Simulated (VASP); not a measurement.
Input of a VASP 6.6.1 run:

The input INCAR:

```
PREC = Accurate
ENCUT = 520
EDIFF = 1E-7
ISMEAR = -1
SIGMA = 0.1
LREAL = F
LASPH = T
NELM = 80
ALGO = Normal
ISIF = 2
LWAVE = F
LCHARG = F
GGA = CA
NBANDS = 12
```

Contents of KPOINTS:

```
regular mesh
0
Gamma
  13 13 13
```

Contents of POSCAR:

```
Y
1.0
   -2.0325466275      2.0325466275      2.0325466275
    2.0325466275     -2.0325466275      2.0325466275
    2.0325466275      2.0325466275     -2.0325466275
Y
1
Direct
    0.0000000000      0.0000000000      0.0000000000
```

Potentials or basis: VASP PAW LDA potentials, release 64 (Y_sv).

Command:

```console
$ cat potpaw_LDA.64/Y_sv/POTCAR > POTCAR
$ mpirun -np 1 vasp_std > vasp.out
```

(1) Estimate the pressure.

(2) Estimate the band gap on the k mesh.

Results:

(1) -4.2 GPa.

(2) zero (an odd number of electrons rules out a gap without spin polarisation).

Caveat: the cell stands under tension.
